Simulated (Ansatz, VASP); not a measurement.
## Si2Ge: VASP beside Ansatz

```
Si Ge
1.0
     6.08602    0.00000    0.00000
     0.00000    6.08602    0.00000
     0.00000    0.00000    2.98477
Si Ge
4 2
Direct
  0.13587 0.36413 0.25000
  0.86413 0.63587 0.25000
  0.36413 0.86413 0.75000
  0.63587 0.13587 0.75000
  0.50000 0.50000 0.00000
  0.00000 0.00000 0.50000
```

Alike in both runs: functional PBE; k mesh 4 × 4 × 4; occupations gaussian, width 0.1 eV; no spin polarisation.

Ansatz relaxed the structure, and its values are those at the end. VASP's run is a single point on that final structure, the one shown.

```csv
,VASP,Ansatz
version,VASP 6.6.1,Ansatz 0.2.0
potentials or method,"VASP PAW PBE potentials, release 64 (Si, Ge_d), cutoff 520 eV","scalar-relativistic, plane waves, PAW"
valence electrons in the cell,44,44
```

|  | VASP | Ansatz | Ansatz less VASP |
| --- | --- | --- | --- |
| gap on the k mesh at the Fermi level (eV) | none | none | - |
| pressure (GPa) | 0.0 | 0.0 | +0.09 |
| rms of the force components (eV/Å) | 0.003 | 0.002 | -0.0015 |

A gap of «none» marks a metal or a gap that the smearing closes.

The k mesh is coarse, so the values compare programs but aren't converged.
